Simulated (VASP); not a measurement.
# Si2Mo in VASP: single point with r2SCAN

Aim: the single point of Si2Mo with r2SCAN.

All numbers are computed with VASP 6.6.1; they aren't measurements. Logs are shortened: lines on timing, memory, paths and dates and some standing lists are left out, and cuts for length are marked.

### Step 1. The cell of the first run

The typed cell holds 3 atoms: a = 3.552 Å, b = 3.552 Å, c = 3.936 Å, α = 90.00°, β = 90.00°, γ = 120.00°.

### Step 2. Single point, r2SCAN

The input, POSCAR:

```
Si2Mo
1.0
    3.5516979200      0.0000000000      0.0000000000
   -1.7758494600      3.0758612800      0.0000000000
    0.0000000000      0.0000000000      3.9362771000
Mo Si
1 2
Direct
    0.0000000000      0.0000000000      0.0000000000
    0.3333000000      0.6667000000      0.5000000000
    0.6666000000      0.3333000000      0.5000000000
```

The input, INCAR.step1:

```
SYSTEM = Si2Mo
  PREC = Accurate
  ENCUT = 520
  ISMEAR = -1
  SIGMA = 0.1
  LREAL = .FALSE.
  LASPH = .TRUE.
  NELM = 80
  NBANDS = 18
  GGA = PE
  ALGO = Normal
  EDIFF = 1E-4
  LWAVE = .TRUE.
  LCHARG = .FALSE.
```

The input, INCAR.step2:

```
SYSTEM = Si2Mo
  PREC = Accurate
  ENCUT = 520
  EDIFF = 1E-6
  ISMEAR = -1
  SIGMA = 0.1
  LREAL = .FALSE.
  LASPH = .TRUE.
  NELM = 80
  ALGO = Normal
  ISIF = 2
  LWAVE = .FALSE.
  LCHARG = .FALSE.
  METAGGA = R2SCAN
  LMIXTAU = .TRUE.
  NBANDS = 18
  ISTART = 1
```

The input, KPOINTS:

```
regular mesh
0
G
  11 11 9
  0 0 0
```

Potentials or basis: VASP PAW PBE potentials, release 64 (Mo_sv, Si).

Run with:

```console
cat potpaw_PBE.64/Mo_sv/POTCAR potpaw_PBE.64/Si/POTCAR > POTCAR
cp INCAR.step1 INCAR
mpirun -np 1 vasp_std > vasp.out
cp INCAR.step2 INCAR
mpirun -np 1 vasp_std > vasp.out
```

OUTCAR:

```text
SYSTEM = Si2Mo
   PREC = Accurate
   ENCUT = 520
   EDIFF = 1E-6
   ISMEAR = -1
   LREAL = .FALSE.
   LASPH = .TRUE.
   NELM = 80
   ISIF = 2
   METAGGA = R2SCAN
   ISTART = 1

 ion  position               nearest neighbor table
   1  0.000  0.000  0.000-   3 2.84   3 2.84   2 2.84   2 2.84   2 2.84   2 2.84   3 2.84   3 2.84
                             3 2.84   3 2.84   2 2.84   2 2.84
   2  0.333  0.667  0.500-   3 2.05   3 2.05   3 2.05   1 2.84   1 2.84   1 2.84   1 2.84   1 2.84
                             1 2.84
   3  0.667  0.333  0.500-   2 2.05   2 2.05   2 2.05   1 2.84   1 2.84   1 2.84   1 2.84   1 2.84
                             1 2.84

  LATTYP: Found a hexagonal cell.
 ALAT       =     3.5516979200
 C/A-ratio  =     1.1082803742

  Lattice vectors:

 A1 = (   3.5516979200,   0.0000000000,   0.0000000000)
 A2 = (  -1.7758494600,   3.0758612800,   0.0000000000)
 A3 = (   0.0000000000,   0.0000000000,   3.9362771000)

Analysis of symmetry for initial positions (statically):
=====================================================================
 Subroutine PRICEL returns:
 Original cell was already a primitive cell.

 Routine SETGRP: Setting up the symmetry group for a
 hexagonal supercell.

 Subroutine GETGRP returns: Found  4 space group operations
 (whereof  4 operations were pure point group operations)
 out of a pool of 24 trial point group operations.

The static configuration has the point symmetry C_2v.

Analysis of symmetry for dynamics (positions and initial velocities):
=====================================================================
 Subroutine PRICEL returns:
 Original cell was already a primitive cell.

 Routine SETGRP: Setting up the symmetry group for a
 hexagonal supercell.

 Subroutine GETGRP returns: Found  4 space group operations
 (whereof  4 operations were pure point group operations)
 out of a pool of 24 trial point group operations.

The dynamic configuration has the point symmetry C_2v.

 Subroutine INISYM returns: Found  4 space group operations
 (whereof  4 operations are pure point group operations),
 and found     1 'primitive' translations

----------------------------------------------------------------------------------------

                                     Primitive cell

[... 88 lines left out ...]
   LSORBIT =      F    spin-orbit coupling
   LASPH  =      T    aspherical Exc in radial PAW
   ENCUT  =  520.0 eV  38.22 Ry    6.18 a.u.   6.60  6.60  7.32*2*pi/ulx,y,z
   NELM   =     80;   NELMIN=  2; NELMDL=  0     # of ELM steps
   EDIFF  = 0.1E-05   stopping-criterion for ELM
   LREAL  =      F    real-space projection
   EDIFFG = 0.1E-04   stopping-criterion for IOM
   NSW    =      0    number of steps for IOM
   IBRION =     -1    ionic relax: 0-MD 1-quasi-New 2-CG
   NFREE  =      0    steps in history (QN), initial steepest desc. (CG)
   ISIF   =      2    stress and relaxation
   ISYM   =      2    0-nonsym 1-usesym 2-fastsym
   POTIM  = 0.5000    time-step for ionic-motion
   TEBEG  =    0.0;   TEEND  =   0.0 temperature during run
   PSTRESS=    0.0 pullay stress
   NELECT =      22.0000    total number of electrons
   NUPDOWN=      -1.0000    fix difference up-down
   EMIN   =  10.00;   EMAX   =-10.00  energy-range for DOS
   EFERMI =   0.00;   METHOD = LEGACY
   ISMEAR =    -1;   SIGMA  =   0.10  broadening in eV -4-tet -1-fermi 0-gaus
   EFERMI_NEDOS =   21; number of points for ismear=-14 and -15
   IALGO  =     38    algorithm
   IMIX   =      4    mixing-type and parameters
     AMIX     =   0.40;   BMIX     =  1.00
     AMIX_MAG =   1.60;   BMIX_MAG =  1.00
  volume/ion in A,a.u.               =      14.33        96.73
  Fermi-wavevector in a.u.,A,eV,Ry     =   1.309341  2.474297 23.325488  1.714375
  Thomas-Fermi vector in A             =   2.439947
   LORBIT       =      0    0 simple, 1 ext, 2 COOP (PROOUT), +10 PAW based schemes
   METAGGA = R2SCAN    functional components
   LHFCALC =     F    Hartree Fock is set to
   AEXX    =    0.0000 exact exchange contribution
   IVDW    =     0    specifies the selected vdW correction
   LEPSILON=     F    determine dielectric tensor
   LRPA    =     F    only Hartree local field effects (RPA)
 non-spin polarized calculation
  energy-cutoff  :      520.00
  volume of cell :       43.00
 maximum number of plane-waves:      1196
   NGX = 13   NGY = 13   NGZ = 15

 number of electron      21.9999997 magnetization

 Free energy of the ion-electron system (eV)
  ---------------------------------------------------
  ext. energy  EPLUGINS =         0.00000000
  ---------------------------------------------------
  free energy    TOTEN  =       -40.01672984 eV

  energy without entropy =      -39.92642861  energy(sigma->0) =      -39.97157922

 E-fermi :  11.6385     XC(G=0): -12.8113

 val. band max:       11.6375536802   @ k =   0.3636   0.1818   0.2222
 cond. band min:      11.6454876270   @ k =   0.0000   0.0000   0.2222
 fundamental gap:      0.0079339468
 Fermi energy:        11.6384832591

 k-point     1 :       0.0000    0.0000    0.0000
  band No.  band energies     occupation
      1     -51.5418      2.00000
      2     -24.9214      2.00000
      3     -24.9214      2.00000
      4     -24.8764      2.00000
      5      -3.5167      2.00000
      6       7.1719      2.00000
[... 481 lines left out ...]
      5      -0.0229      2.00000
      6       0.9384      2.00000
[... 10 lines left out ...]
     17      19.5177      0.00000
     18      19.9412      0.00000

 [... further k-points ...]

------------------------ aborting loop because EDIFF is reached ----------------------------------------

  FORCE on cell =-STRESS in cart. coord.  units (eV):
  Direction    XX          YY          ZZ          XY          YZ          ZX
  --------------------------------------------------------------------------------------
  -------------------------------------------------------------------------------------
  Total        9.8818899      9.8964707     -3.8543061     -0.0000016      0.0000000      0.0000000
  in kB      368.1816720    368.7249262   -143.6046021     -0.0000599      0.0000000      0.0000000
  external PRESSURE =     197.7673321 kB  Pullay stress =       0.0000000 kB

 VOLUME and BASIS-vectors are now :
 -----------------------------------------------------------------------------
  energy-cutoff  :      520.00
  volume of cell :       43.00
      direct lattice vectors                 reciprocal lattice vectors
     3.551697920  0.000000000  0.000000000     0.281555476  0.162556141  0.000000000
    -1.775849460  3.075861280  0.000000000     0.000000000  0.325112191  0.000000000
     0.000000000  0.000000000  3.936277100     0.000000000  0.000000000  0.254047155

 POSITION                                       TOTAL-FORCE (eV/Angst)
 -----------------------------------------------------------------------------------
      0.00000      0.00000      0.00000         0.000639      0.000000      0.000000
     -0.00018      2.05068      1.96814        -0.000320     -0.006476      0.000000
      1.77567      1.02518      1.96814        -0.000320      0.006476      0.000000
 -----------------------------------------------------------------------------------
    total drift:                               -0.000003     -0.000000     -0.000000

  FREE ENERGIE OF THE ION-ELECTRON SYSTEM (eV)
  ---------------------------------------------------
  free  energy   TOTEN  =       -40.0167298404 eV

  energy  without entropy=      -39.9264286094  energy(sigma->0) =      -39.97157922
```

OSZICAR.step1:

```text
N       E                     dE             d eps       ncg     rms          rms(c)
DAV:   1     0.121241448769E+03    0.12124E+03   -0.11241E+04  6488   0.116E+03
DAV:   2    -0.175343910127E+02   -0.13878E+03   -0.13622E+03  7834   0.292E+02
DAV:   3    -0.209567220491E+02   -0.34223E+01   -0.33524E+01  8108   0.404E+01
DAV:   4    -0.209851264064E+02   -0.28404E-01   -0.28316E-01  7846   0.375E+00
DAV:   5    -0.209853747293E+02   -0.24832E-03   -0.24828E-03  7624   0.360E-01    0.163E+01
DAV:   6    -0.193831643654E+02    0.16022E+01   -0.35504E+01  6936   0.255E+01    0.764E+00
DAV:   7    -0.184325765344E+02    0.95059E+00   -0.65305E+00  6784   0.136E+01    0.427E+00
DAV:   8    -0.184157178877E+02    0.16859E-01   -0.14187E-01  6940   0.219E+00    0.126E+00
DAV:   9    -0.184137648780E+02    0.19530E-02   -0.32462E-03  7824   0.388E-01    0.342E-01
DAV:  10    -0.184135441367E+02    0.22074E-03   -0.12173E-03  7172   0.144E-01    0.150E-01
DAV:  11    -0.184135247073E+02    0.19429E-04   -0.19196E-04  3818   0.831E-02
   1 F= -.18413525E+02 E0= -.18364180E+02  d E =-.986888E-01
```

Wall time 6.6 min (1 thread of AMD EPYC 7R43 (Zen 3), shared host); peak memory 0.23 GiB.

What came out:

```
Free energy            : -40.0167 eV
Pressure               : 19.8 GPa
Largest force          : 0.006 eV/Å
Band gap on the k mesh : zero (band 11 reaches 12.53 eV, above the bottom of band 12 at 10.03 eV)
```

Forces in eV/Å, atoms in the order of the input:
```
Mo   0.001  0.000  0.000
Si   0.000 -0.006  0.000
Si   0.000  0.006  0.000
```

Caveat: the PAW data sets were made with another functional, which shifts forces and pressure a little.
